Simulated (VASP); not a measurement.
Wanted: the native input for a VASP 6.6.1 run.

```
Task                   : single point
Functional             : PBE
Potentials or basis    : VASP PAW PBE potentials, release 64 (Li_sv, S)
Cutoff                 : 520 eV
k mesh                 : 4 × 4 × 4
Occupations            : gaussian, width 0.1 eV
Spin                   : no spin polarisation
Dipole correction      : no
Further INCAR settings : ALGO = Normal; EDIFF = 1e-06; NBANDS = 18
```

The structure of LiS3 lies in POSCAR:

```
LiS3
1.0
    4.0038855578      0.0000000000      0.0000000000
    0.0000000000      4.0038855578      0.0000000000
    0.0000000000      0.0000000000      4.0038855578
Li S
1 3
Direct
    0.0000000000      0.0000000000      0.0000000000
    0.0000000000      0.5000000000      0.5000000000
    0.5000000000      0.5000000000      0.0000000000
    0.5000000000      0.0000000000      0.5000000000
```

The cell was built from a structure type or drawn by symmetry, and may not be a known phase.

One way to write it, as run:

INCAR

```
SYSTEM = LiS3
  PREC = Accurate
  ENCUT = 520
  EDIFF = 1E-6
  ISMEAR = 0
  SIGMA = 0.1
  LREAL = .FALSE.
  LASPH = .TRUE.
  NELM = 100
  ALGO = Normal
  ISIF = 2
  LWAVE = .FALSE.
  LCHARG = .FALSE.
  GGA = PE
  NBANDS = 18
```

KPOINTS

```
regular mesh
0
G
  4 4 4
  0 0 0
```

Potentials or basis: VASP PAW PBE potentials, release 64 (Li_sv, S).

Command:

```bash
$ cat potpaw_PBE.64/Li_sv/POTCAR potpaw_PBE.64/S/POTCAR > POTCAR
$ mpirun -np 1 vasp_std > vasp.out
```

Results of the run:

```yaml
Band_gap_on_the_k_mesh: zero (an odd number of electrons rules out a gap without spin polarisation)
```

Caveat: the k points lie up to 0.39 Å⁻¹ apart, too coarse for converged energies and pressures of a metal.

Run time: 7.1 s on 1 thread of Intel(R) Xeon(R) Platinum 8559C (Emerald Rapids), on a shared host, peak memory 0.16 GiB.
